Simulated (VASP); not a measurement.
Crystal: TiC.

```
Ti C
1.0
     2.53860    0.00000    0.00000
     0.00000    2.53860    0.00000
     0.00000    0.00000    3.63177
Ti C
1 1
Direct
  0.00000 0.00000 0.00000
  0.50000 0.50000 0.50000
```

```yaml
Program: VASP 6.6.1
Task: relaxation of cell and atoms
Functional: PBE
Potentials_or_basis: VASP PAW PBE potentials, release 64 (Ti_sv, C)
Cutoff: 600 eV
k_mesh: 7 × 7 × 5
Occupations: fermi-dirac, width 0.1 eV
Spin: no spin polarisation
```

At the start: pressure -23.0 GPa; volume 11.70 Å³/atom.

**Question.** Where does the relaxation end?

**Answer.** Over 9 steps the energy falls by 540.5 meV/atom and the volume is 9.93 Å³/atom (-15.2 %); space group P4/mmm (No. 123, to 0.1 Å) before and after.

The path:
| step | energy change (eV) | largest force (eV/Å) | pressure (GPa) | volume (Å³) |
| --- | --- | --- | --- | --- |
| 1 | 0.0000 | 0.0000 | -23.01 | 23.40 |
| 2 | -0.9146 | 0.0000 | 28.31 | 17.85 |
| 3 | -0.9922 | 0.0000 | 12.56 | 18.79 |
| 4 | -0.9924 | 0.0000 | 10.80 | 18.91 |
| 5 | -1.0781 | 0.0000 | -3.12 | 20.14 |
| 6 | -1.0792 | 0.0000 | -1.71 | 20.00 |
| 7 | -1.0792 | 0.0000 | -1.91 | 20.02 |
| 8 | -1.0807 | 0.0000 | 0.74 | 19.79 |
| 9 | -1.0810 | 0.0000 | -0.04 | 19.85 |

Final structure:
```xyz
2
Lattice="2.6185 0.0000 0.0000 0.0000 2.6185 0.0000 0.0000 0.0000 2.8957" Properties=species:S:1:pos:R:3 pbc="T T T"
Ti    0.0000    0.0000    2.8957
C     1.3092    1.3092    1.4479
```

Caveat: the volume moved by over 15 % at a fixed basis, so the end points are rough.
